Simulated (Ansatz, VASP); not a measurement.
Two plane-wave programs on Pt

```
CELL_PARAMETERS angstrom
-1.58422 1.64363 1.64363
1.58422 -1.52481 1.52481
1.58422 1.52481 -1.52481
ATOMIC_POSITIONS crystal
Pt 0.00000 0.00000 0.00000
```

Change from the starting cell: strain +0.0750 x Voigt [0, 0, 0, 1, 0, 0], atoms carried along.

Alike in both runs: task single point; functional r2SCAN; k mesh 22 × 22 × 22; occupations gaussian, width 0.15 eV; no spin polarisation.

|  | VASP | Ansatz |
| --- | --- | --- |
| version | VASP 6.6.1 | Ansatz 0.2.0 |
| potentials or method | VASP PAW PBE potentials, release 64 (Pt), cutoff 520 eV | scalar-relativistic, plane waves, PAW |
| valence electrons in the cell | 10 | 18 |

Ansatz gave:

```
gap on the k mesh at the Fermi level (eV)                     : none
pressure (GPa)                                                : -4.6
traceless stress, the component that is largest in VASP (GPa) : -10.33
```

**Question.** Estimate VASP's values.

**Answer.** gap on the k mesh at the Fermi level (eV): none; pressure (GPa): -4.0; traceless stress, the component that is largest in VASP (GPa): -10.48.

VASP's potentials were made for PBE, not for r2SCAN. A gap of «none» marks a metal or a gap that the smearing closes. VASP's potentials hold 10 valence electrons a cell and Ansatz's 18, so a difference there can come from the potentials and not from the codes.

Spin-orbit coupling is off throughout.
